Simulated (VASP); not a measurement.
# CdTe (I-4m2) in VASP: a series of runs

Aim: see how the results for CdTe move with the level of theory and the settings. Levels: PBE, r2SCAN. Tasks: single point.

Everything below comes from runs of VASP 6.6.1. Logs are shortened: lines on timing, memory, paths and dates and some standing lists are left out, and cuts for length are marked.

## 1. The cell of the first run

It takes space group I-4m2 (No. 119, tetragonal). The conventional cell has a = 4.870 Å, b = 4.870 Å, c = 6.090 Å, α = 90.00°, β = 90.00°, γ = 90.00°. Cd (site symmetry -4m2) has 4 Te at 2.87 Å within 3.8 Å. Te (site symmetry -4m2) has 4 Cd at 2.87 Å within 3.8 Å.

## 2. Single point, PBE (epitaxial xy strain +5.0%)

Input file INCAR:

```
PREC = Accurate
ENCUT = 520
EDIFF = 1E-7
ISMEAR = 0
SIGMA = 0.01
LREAL = False
LASPH = True
NELM = 100
ALGO = Normal
ISIF = 2
LWAVE = False
LCHARG = False
GGA = PE
NBANDS = 16
```

Input file KPOINTS:

```
Automatic mesh
0
Gamma
  4 4 4
```

Input file POSCAR:

```
CdTe
1.0
    0.0000000000      3.4439528717      3.0450158540
    3.4439528717      0.0000000000      3.0450158540
    3.4439528717      3.4439528717      0.0000000000
Cd Te
1 1
Direct
    0.0000000000      0.0000000000      0.0000000000
    0.2500000000      0.2500000000      0.2500000000
```

Potentials or basis: VASP PAW PBE potentials, release 64 (Cd, Te).

The run is started by

```bash
$ cat potpaw_PBE.64/Cd/POTCAR potpaw_PBE.64/Te/POTCAR > POTCAR
$ mpirun -np 1 vasp_std > vasp.out
```

OUTCAR:

```text
PREC = Accurate
   ENCUT = 520
   EDIFF = 1E-7
   ISMEAR = 0
   LREAL = False
   LASPH = True
   NELM = 100
   ISIF = 2
   GGA = PE

 ion  position               nearest neighbor table
   1  0.000  0.000  0.000-   2 2.87   2 2.87   2 2.87   2 2.87
   2  0.250  0.250  0.250-   1 2.87   1 2.87   1 2.87   1 2.87

  LATTYP: Found a body centered tetragonal cell.
 ALAT       =     4.8704848593
 C/A-ratio  =     1.2503953680

  Lattice vectors:

 A1 = (   0.0000000000,  -3.4439528717,  -3.0450158540)
 A2 = (   0.0000000000,   3.4439528717,  -3.0450158540)
 A3 = (   3.4439528717,   0.0000000000,   3.0450158540)

Analysis of symmetry for initial positions (statically):
=====================================================================
 Subroutine PRICEL returns:
 Original cell was already a primitive cell.

 Routine SETGRP: Setting up the symmetry group for a
 body centered tetragonal supercell.

 Subroutine GETGRP returns: Found  8 space group operations
 (whereof  8 operations were pure point group operations)
 out of a pool of 16 trial point group operations.

The static configuration has the point symmetry D_2d.

Analysis of symmetry for dynamics (positions and initial velocities):
=====================================================================
 Subroutine PRICEL returns:
 Original cell was already a primitive cell.

 Routine SETGRP: Setting up the symmetry group for a
 body centered tetragonal supercell.

 Subroutine GETGRP returns: Found  8 space group operations
 (whereof  8 operations were pure point group operations)
 out of a pool of 16 trial point group operations.

The dynamic configuration has the point symmetry D_2d.

 Subroutine INISYM returns: Found  8 space group operations
 (whereof  8 operations are pure point group operations),
 and found     1 'primitive' translations

----------------------------------------------------------------------------------------

                                     Primitive cell

  volume of cell :      72.2327

  direct lattice vectors                    reciprocal lattice vectors
     0.000000000  3.443952872  3.045015854    -0.145182010  0.145182010  0.164202758
     3.443952872  0.000000000  3.045015854     0.145182010 -0.145182010  0.164202758
     3.443952872  3.443952872  0.000000000     0.145182010  0.145182010 -0.164202758

  length of vectors
     4.597056986  4.597056986  4.870484859     0.262903362  0.262903362  0.262903362

  position of ions in fractional coordinates (direct lattice)
     0.000000000  0.000000000  0.000000000
     0.250000000  0.250000000  0.250000000

  ion indices of the primitive-cell ions
   primitive index   ion index
                 1           1
                 2           2

----------------------------------------------------------------------------------------

 KPOINTS: Automatic mesh

Automatic generation of k-mesh.
 Grid dimensions read from file:
 generate k-points for:    4    4    4

 Generating k-lattice:

  Cartesian coordinates                     Fractional coordinates (reciprocal lattice)
    -0.036295502  0.036295502  0.041050689     0.250000000  0.000000000  0.000000000
     0.036295502 -0.036295502  0.041050689     0.000000000  0.250000000  0.000000000
     0.036295502  0.036295502 -0.041050689     0.000000000  0.000000000  0.250000000

  Length of vectors
     0.065725840  0.065725840  0.065725840

  Shift w.r.t. Gamma in fractional coordinates (k-lattice)
     0.000000000  0.000000000  0.000000000

 Subroutine IBZKPT returns following result:
 ===========================================

 Found     13 irreducible k-points:

 Following reciprocal coordinates:
            Coordinates               Weight
  0.000000  0.000000  0.000000      1.000000
  0.250000  0.000000  0.000000      8.000000
  0.500000  0.000000  0.000000      4.000000
  0.250000  0.250000  0.000000      2.000000
  0.500000  0.250000  0.000000      8.000000
 -0.250000  0.250000  0.000000      4.000000
  0.500000  0.500000  0.000000      1.000000
  0.250000  0.000000  0.250000      4.000000
  0.500000  0.000000  0.250000     16.000000
 -0.250000  0.000000  0.250000      8.000000
 -0.250000  0.500000  0.250000      4.000000
  0.500000  0.000000  0.500000      2.000000
 -0.250000  0.250000  0.500000      2.000000
   k-points           NKPTS =     13   k-points in BZ     NKDIM =     13   number of bands    NBANDS=     16
   number of dos      NEDOS =    301   number of ions     NIONS =      2
   total plane-waves  NPLWV =  46656
   dimension x,y,z NGX =    36 NGY =   36 NGZ =   36
   dimension x,y,z NGXF=    72 NGYF=   72 NGZF=   72
   ions per type =               1   1
   NGX,Y,Z   is equivalent  to a cutoff of  13.02, 13.02, 12.29 a.u.
   NGXF,Y,Z  is equivalent  to a cutoff of  26.04, 26.04, 24.58 a.u.
 SYSTEM =  unknown system
   PREC   = accura    normal or accurate (medium, high low for compatibility)
   ISTART =      0    job   : 0-new  1-cont  2-samecut
   ICHARG =      2    charge: 1-file 2-atom 10-const
   ISPIN  =      1    spin polarized calculation?
   LNONCOLLINEAR =      F non collinear calculations
   LSORBIT =      F    spin-orbit coupling
   LASPH  =      T    aspherical Exc in radial PAW
   ENCUT  =  520.0 eV  38.22 Ry    6.18 a.u.   8.55  8.55  9.06*2*pi/ulx,y,z
   NELM   =    100;   NELMIN=  2; NELMDL= -5     # of ELM steps
   EDIFF  = 0.1E-06   stopping-criterion for ELM
   LREAL  =      F    real-space projection
   EDIFFG = 0.1E-05   stopping-criterion for IOM
   NSW    =      0    number of steps for IOM
   IBRION =     -1    ionic relax: 0-MD 1-quasi-New 2-CG
   NFREE  =      0    steps in history (QN), initial steepest desc. (CG)
   ISIF   =      2    stress and relaxation
   ISYM   =      2    0-nonsym 1-usesym 2-fastsym
   POTIM  = 0.5000    time-step for ionic-motion
   TEBEG  =    0.0;   TEEND  =   0.0 temperature during run
   PSTRESS=    0.0 pullay stress
   NELECT =      18.0000    total number of electrons
   NUPDOWN=      -1.0000    fix difference up-down
   EMIN   =  10.00;   EMAX   =-10.00  energy-range for DOS
   EFERMI =   0.00;   METHOD = LEGACY
   ISMEAR =     0;   SIGMA  =   0.01  broadening in eV -4-tet -1-fermi 0-gaus
   EFERMI_NEDOS =   21; number of points for ismear=-14 and -15
   IALGO  =     38    algorithm
   IMIX   =      4    mixing-type and parameters
     AMIX     =   0.40;   BMIX     =  1.00
     AMIX_MAG =   1.60;   BMIX_MAG =  1.00
  volume/ion in A,a.u.               =      36.12       243.73
  Fermi-wavevector in a.u.,A,eV,Ry     =   1.030199  1.946793 14.439992  1.061309
  Thomas-Fermi vector in A             =   2.164285
   LORBIT       =      0    0 simple, 1 ext, 2 COOP (PROOUT), +10 PAW based schemes
   GGA     = PE    functional components
   LHFCALC =     F    Hartree Fock is set to
   AEXX    =    0.0000 exact exchange contribution
   IVDW    =     0    specifies the selected vdW correction
   LEPSILON=     F    determine dielectric tensor
   LRPA    =     F    only Hartree local field effects (RPA)
 non-spin polarized calculation
 Gauss-broadening in eV      SIGMA  =   0.01
  energy-cutoff  :      520.00
  volume of cell :       72.23
 maximum number of plane-waves:      1971
 NGX is ok and might be reduce to    36
   NGX = 17   NGY = 17   NGZ = 19

 number of electron      18.0000007 magnetization

 Free energy of the ion-electron system (eV)
  ---------------------------------------------------
  ext. energy  EPLUGINS =         0.00000000
  ---------------------------------------------------
  free energy    TOTEN  =        -4.72266001 eV

  energy without entropy =       -4.72266001  energy(sigma->0) =       -4.72266001

 E-fermi :   2.1336     XC(G=0):  -8.3248

 val. band max:        2.0366996490   @ k =   0.0000   0.0000   0.0000
 cond. band min:       2.3713836742   @ k =   0.0000   0.0000   0.0000
 fundamental gap:      0.3346840251
 Fermi energy:         2.1335602293

 k-point     1 :       0.0000    0.0000    0.0000
  band No.  band energies     occupation
      1      -8.9743      2.00000
      2      -6.2849      2.00000
      3      -6.2849      2.00000
      4      -6.2596      2.00000
      5      -6.0742      2.00000
      6      -6.0628      2.00000
[... 8 lines left out ...]
     15      10.3071      0.00000
     16      11.3309      0.00000

 k-point     2 :       0.2500    0.0000    0.0000
  band No.  band energies     occupation
      1      -8.7971      2.00000
      2      -6.2582      2.00000
      3      -6.2398      2.00000
      4      -6.1208      2.00000
      5      -6.0670      2.00000
      6      -6.0498      2.00000
[... 8 lines left out ...]
     15      10.1023      0.00000
     16      10.9907      0.00000

 k-point     3 :       0.5000    0.0000    0.0000
  band No.  band energies     occupation
      1      -8.6232      2.00000
      2      -6.2404      2.00000
      3      -6.2131      2.00000
      4      -6.0773      2.00000
      5      -6.0493      2.00000
      6      -5.7649      2.00000
[... 8 lines left out ...]
     15      11.5293      0.00000
     16      12.4466      0.00000

 k-point     4 :       0.2500    0.2500    0.0000
  band No.  band energies     occupation
      1      -8.7211      2.00000
      2      -6.2224      2.00000
      3      -6.2224      2.00000
      4      -6.1556      2.00000
      5      -6.0535      2.00000
      6      -5.9699      2.00000
[... 8 lines left out ...]
     15      10.9980      0.00000
     16      12.6804      0.00000
[... 115 lines left out ...]
 k-point    11 :      -0.2500    0.5000    0.2500
  band No.  band energies     occupation
      1      -8.5149      2.00000
      2      -6.1933      2.00000
      3      -6.1629      2.00000
      4      -6.1035      2.00000
      5      -6.0619      2.00000
      6      -5.5659      2.00000
[... 8 lines left out ...]
     15      12.9143      0.00000
     16      13.1197      0.00000

 k-point    12 :       0.5000    0.0000    0.5000
  band No.  band energies     occupation
      1      -8.5285      2.00000
      2      -6.1748      2.00000
      3      -6.1355      2.00000
      4      -6.1222      2.00000
      5      -6.0536      2.00000
      6      -5.7063      2.00000
[... 8 lines left out ...]
     15      11.7825      0.00000
     16      13.2007      0.00000

 k-point    13 :      -0.2500    0.2500    0.5000
  band No.  band energies     occupation
      1      -8.5302      2.00000
      2      -6.1977      2.00000
      3      -6.1599      2.00000
      4      -6.0839      2.00000
      5      -6.0717      2.00000
      6      -5.6238      2.00000
[... 8 lines left out ...]
     15      11.7922      0.00000
     16      12.1596      0.00000

------------------------ aborting loop because EDIFF is reached ----------------------------------------

  FORCE on cell =-STRESS in cart. coord.  units (eV):
  Direction    XX          YY          ZZ          XY          YZ          ZX
  --------------------------------------------------------------------------------------
  -------------------------------------------------------------------------------------
  Total       -0.1564437     -0.1564437      0.5649261      0.0000000      0.0000000      0.0000000
  in kB       -3.4700426     -3.4700426     12.5304962      0.0000000      0.0000000      0.0000000
  external PRESSURE =       1.8634703 kB  Pullay stress =       0.0000000 kB

 VOLUME and BASIS-vectors are now :
 -----------------------------------------------------------------------------
  energy-cutoff  :      520.00
  volume of cell :       72.23
      direct lattice vectors                 reciprocal lattice vectors
     0.000000000  3.443952872  3.045015854    -0.145182010  0.145182010  0.164202758
     3.443952872  0.000000000  3.045015854     0.145182010 -0.145182010  0.164202758
     3.443952872  3.443952872  0.000000000     0.145182010  0.145182010 -0.164202758

 POSITION                                       TOTAL-FORCE (eV/Angst)
 -----------------------------------------------------------------------------------
      0.00000      0.00000      0.00000        -0.000000     -0.000000      0.000000
      1.72198      1.72198      1.52251         0.000000      0.000000      0.000000
 -----------------------------------------------------------------------------------
    total drift:                               -0.000001     -0.000001     -0.000000

  FREE ENERGIE OF THE ION-ELECTRON SYSTEM (eV)
  ---------------------------------------------------
  free  energy   TOTEN  =        -4.7226600066 eV

  energy  without entropy=       -4.7226600066  energy(sigma->0) =       -4.72266001
```

Run time: 23 s. Hardware: 1 thread of Intel Xeon 6975P-C, shared host; peak memory 0.21 GiB.

What came out:

```
Free energy            : -4.7227 eV
Pressure               : 0.2 GPa
Band gap on the k mesh : 0.33 eV, direct
```

Stress tensor (GPa, compression positive):
```
-0.35  0.00  0.00
 0.00 -0.35  0.00
 0.00  0.00  1.25
```

Levels at points of the mesh, in eV from the valence-band top:
```tsv
k point	band 6	band 7	band 8	band 9	band 10	band 11	band 12	band 13
(0.00, 0.00, 0.00)	-8.10	-0.30	-0.30	0.00	0.33	4.47	4.52	4.52
(0.50, 0.00, 0.00)	-7.80	-4.26	-1.12	-0.63	1.46	4.69	5.45	6.89
(0.50, 0.50, 0.00)	-7.56	-3.83	-2.16	-2.16	1.88	2.31	8.60	8.60
(0.50, 0.00, 0.50)	-7.74	-4.38	-1.73	-1.58	2.68	2.79	7.94	7.99
```

Caveat: the cell differs from its parent crystal (epitaxial xy strain +5.0%); spin-orbit coupling is left out, which moves the levels of the heavy elements.

## 3. Single point, PBE (epitaxial xy strain +5.0%)

Input file INCAR:

```
SYSTEM = CdTe
PREC = Accurate
ENCUT = 520
EDIFF = 1E-6
ISMEAR = -1
SIGMA = 0.02
LREAL = .False.
LASPH = .True.
NELM = 100
ALGO = Normal
ISIF = 2
LWAVE = .False.
LCHARG = .False.
GGA = PE
NBANDS = 16
```

Input file KPOINTS:

```
Automatic mesh
0
Gamma
  6 6 6
  0 0 0
```

POSCAR is that of step 2.

Potentials or basis: VASP PAW PBE potentials, release 64 (Cd, Te).

The run is started by

```bash
$ cat potpaw_PBE.64/Cd/POTCAR potpaw_PBE.64/Te/POTCAR > POTCAR
$ mpirun -np 1 vasp_std > vasp.out
```

Run time: 38 s. Hardware: 1 thread of Intel Xeon 6975P-C, shared host; peak memory 0.22 GiB.

Results (log left out):

```
Free energy            : -4.7748 eV
Pressure               : 0.0 GPa
Band gap on the k mesh : 0.35 eV, direct
```

Stress tensor (GPa, compression positive):
```
-0.50  0.00  0.00
 0.00 -0.50  0.00
 0.00  0.00  1.09
```

Levels at points of the mesh, in eV from the valence-band top:
```
           k point  band 7  band 8  band 9  band 10  band 11  band 12
(0.00, 0.00, 0.00)   -0.30   -0.30    0.00     0.35     4.49     4.54
(0.50, 0.00, 0.00)   -4.25   -1.12   -0.63     1.47     4.71     5.47
(0.50, 0.50, 0.00)   -3.81   -2.15   -2.15     1.89     2.33     8.62
(0.50, 0.00, 0.50)   -4.36   -1.73   -1.57     2.69     2.80     7.94
```

Caveat: the cell differs from its parent crystal (epitaxial xy strain +5.0%); spin-orbit coupling is left out, which moves the levels of the heavy elements.

## 4. Single point, r2SCAN (epitaxial xy strain +5.0%)

POSCAR is that of step 3.

Input file INCAR.step1:

```
ALGO     = Normal         # electronic algorithm
EDIFF    = 1E-4           # SCF threshold, eV
ENCUT    = 520            # plane-wave cutoff, eV
GGA      = PE             # functional
ISMEAR   = 0              # smearing method
LASPH    = True           # aspherical terms in the spheres
LCHARG   = False          # write CHGCAR
LREAL    = False          # projectors in reciprocal space
LWAVE    = True           # write WAVECAR
NBANDS   = 16             # bands
NELM     = 80             # most SCF steps
PREC     = Accurate       # precision mode
SIGMA    = 0.01           # smearing width, eV
```

Input file INCAR.step2:

```
ALGO     = Normal         # electronic algorithm
EDIFF    = 1E-7           # SCF threshold, eV
ENCUT    = 520            # plane-wave cutoff, eV
ISIF     = 2              # what is computed and relaxed
ISMEAR   = 0              # smearing method
ISTART   = 1            
LASPH    = True           # aspherical terms in the spheres
LCHARG   = True           # write CHGCAR
LELF     = True           # ELF
LMIXTAU  = True         
LREAL    = False          # projectors in reciprocal space
LVHAR    = True         
LWAVE    = False          # write WAVECAR
METAGGA  = R2SCAN         # meta-GGA
NBANDS   = 16             # bands
NELM     = 80             # most SCF steps
PREC     = Accurate       # precision mode
SIGMA    = 0.01           # smearing width, eV
```

Input file KPOINTS:

```
k-points
0
Gamma
  6 6 6
```

The run is started by

```bash
$ cat potpaw_PBE.64/Cd/POTCAR potpaw_PBE.64/Te/POTCAR > POTCAR
$ cp INCAR.step1 INCAR
$ mpirun -np 1 vasp_std > vasp.out
$ cp INCAR.step2 INCAR
$ mpirun -np 1 vasp_std > vasp.out
```

Wall time 2.3 min (1 thread of Intel Xeon 6975P-C, shared host); peak memory 0.23 GiB.

The run converged. Its results:

```yaml
Free_energy: -46.6033 eV
Pressure: -1.1 GPa
Band_gap_on_the_k_mesh: 0.83 eV, direct
```

Stress tensor (GPa, compression positive):
```
-1.62  0.00  0.00
 0.00 -1.62  0.00
 0.00  0.00  0.09
```

Levels at points of the mesh, in eV from the valence-band top:
```csv
k point,band 6,band 7,band 8,band 9,band 10,band 11,band 12,band 13
"(0.00, 0.00, 0.00)",-8.33,-0.31,-0.31,0.00,0.83,4.91,4.97,4.97
"(0.50, 0.00, 0.00)",-8.02,-4.31,-1.15,-0.64,1.86,5.09,5.91,7.26
"(0.50, 0.50, 0.00)",-7.76,-3.84,-2.21,-2.21,2.17,2.58,9.27,9.27
"(0.50, 0.00, 0.50)",-7.95,-4.41,-1.77,-1.60,2.98,3.13,8.48,8.61
```

Caveat: the cell differs from its parent crystal (epitaxial xy strain +5.0%); the PAW data sets were made with another functional, which shifts forces and pressure a little; spin-orbit coupling is left out, which moves the levels of the heavy elements.

## 5. Overview

```tsv
level	k mesh	smearing	gap on the mesh (eV)	pressure (GPa)
PBE	4 × 4 × 4	gaussian 0.01 eV	0.33	0.2
PBE	6 × 6 × 6	fermi-dirac 0.02 eV	0.35	0.0
r2SCAN	6 × 6 × 6	gaussian 0.01 eV	0.83	-1.1
```

Alike in all rows: task single point; potentials or basis VASP PAW PBE potentials, release 64 (Cd, Te); no spin polarisation; cell as given; cutoff (eV) 520.

Caveats: spin-orbit coupling is left out, which moves the levels of the heavy elements; the PAW data sets were made with another functional, which shifts forces and pressure a little (some runs).

Total energies depend on the potentials used, so only differences within one code and one set of settings carry meaning.
